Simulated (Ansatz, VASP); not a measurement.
**BeAu2S2 in VASP and in Ansatz**

Contents of INCAR:

```
PREC = Accurate
ENCUT = 600
EDIFF = 1E-7
ISMEAR = 0
SIGMA = 0.1
LREAL = F
LASPH = T
NELM = 80
ALGO = Normal
ISIF = 3
LWAVE = F
LCHARG = F
GGA = PE
IBRION = 2
NSW = 90
EDIFFG = -0.04
```

Contents of KPOINTS:

```
Automatic mesh
0
Gamma
  6 6 6
```

Contents of POSCAR:

```
BeAu2S2
1.0
   -2.0122549900      2.8476351700      4.2327265800
    2.0122549900     -2.8476351700      4.2327265800
    2.0122549900      2.8476351700     -4.2327265800
Be S Au
1 2 2
Direct
    0.0000000000      0.0000000000      0.0000000000
    0.7106999900      0.5000000000      0.2106999900
    0.2893000100      0.5000000000      0.7893000100
    0.2888699900      0.7888699900      0.5000000000
    0.7111300100      0.2111300100      0.5000000000
```

Input for Ansatz:

```yaml
crystal:
  lattice:
    - [-2.01225499, 2.84763517, 4.23272658]
    - [2.01225499, -2.84763517, 4.23272658]
    - [2.01225499, 2.84763517, -4.23272658]
  atoms:
    - { symbol: Be, position: [0.0, 0.0, 0.0] }
    - { symbol: S, position: [0.71069999, 0.5, 0.21069999] }
    - { symbol: S, position: [0.28930001, 0.5, 0.78930001] }
    - { symbol: Au, position: [0.28886999, 0.78886999, 0.5] }
    - { symbol: Au, position: [0.71113001, 0.21113001, 0.5] }
basis:
  ecutwfc: 420
kpoints:
  mp_grid: { grid: [6, 6, 6] }
hamiltonian:
  xc: pbe
scf:
  occupations: { method: gaussian, width: 0.1 }
  lower_state_search: "off"
output:
  forces: true
  stress: true
  eigenvalues: true
relax:
  adjacent_minimum: "off"
  f_tol: 0.04
  max_steps: 70
  cell: { stress_tol: 0.4 }
```

Change from the starting cell: species swapped into the Lu2AlSi2 type (Immm, No. 71).

Alike in both runs: task relaxation of cell and atoms; functional PBE; k mesh 6 × 6 × 6; occupations gaussian, width 0.1 eV; no spin polarisation.

|  | VASP | Ansatz |
| --- | --- | --- |
| version | VASP 6.6.1 | Ansatz 0.2.0 |
| potentials or method | VASP PAW PBE potentials, release 64 (Be, S, Au), cutoff 600 eV | scalar-relativistic, plane waves, PAW |
| valence electrons in the cell | 36 | 52 |

Ansatz gave:

* gap on the k mesh at the Fermi level, each at its own relaxed structure (eV): none
* relaxed volume (Å³/atom): 22.37
* relaxed length of the cell vector where the two differ most in proportion (Å): 8.047

Question: Which values does VASP return?

Answer: gap on the k mesh at the Fermi level, each at its own relaxed structure (eV): none; relaxed volume (Å³/atom): 16.31; relaxed length of the cell vector where the two differ most in proportion (Å): 5.510.

A gap of «none» marks a metal or a gap that the smearing closes. One of these differences is far larger than is usual between the two programs; its cause wasn't traced. VASP's potentials hold 36 valence electrons a cell and Ansatz's 52, so a difference there can come from the potentials and not from the codes.

Neither program's run includes spin-orbit coupling. Noted on VASP's run: the volume moved by over 15 % at a fixed basis, so the end points are rough.
